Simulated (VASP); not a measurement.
Here is a VASP 6.6.1 calculation.

File INCAR:

```
SYSTEM = In3Se
PREC = Accurate
ENCUT = 520
EDIFF = 1E-7
ISMEAR = 0
SIGMA = 0.15
LREAL = .FALSE.
LASPH = .TRUE.
NELM = 100
ALGO = Normal
ISIF = 2
LWAVE = .FALSE.
LCHARG = .TRUE.
GGA = PE
IVDW = 12
LELF = .TRUE.
LVHAR = .TRUE.
NBANDS = 30
```

Contents of KPOINTS:

```
Automatic mesh
0
G
  8 8 8
  0 0 0
```

File POSCAR:

```
In3Se
1.0
    5.4059318236     -0.5288411567      0.0000000000
   -0.5288411567      5.4059318236      0.0000000000
    0.0000000000      0.0000000000      4.7008102814
In Se
3 1
Direct
    0.0000000000      0.5000000000      0.5000000000
    0.5000000000      0.0000000000      0.5000000000
    0.5000000000      0.5000000000      0.0000000000
    0.0000000000      0.0000000000      0.0000000000
```

Potentials or basis: VASP PAW PBE potentials, release 64 (In_d, Se).

Launch:

```sh
$ cat potpaw_PBE.64/In_d/POTCAR potpaw_PBE.64/Se/POTCAR > POTCAR
$ mpirun -np 1 vasp_std > vasp.out
```

Q: Predict the dispersion energy per atom.

A: -0.262 eV.

Q: Predict the pressure.

A: -4.8 GPa.

Stress tensor (GPa, compression positive):
```
-5.02 -0.18  0.00
-0.18 -5.02  0.00
 0.00  0.00 -4.49
```

Caveat: the cell stands under tension.
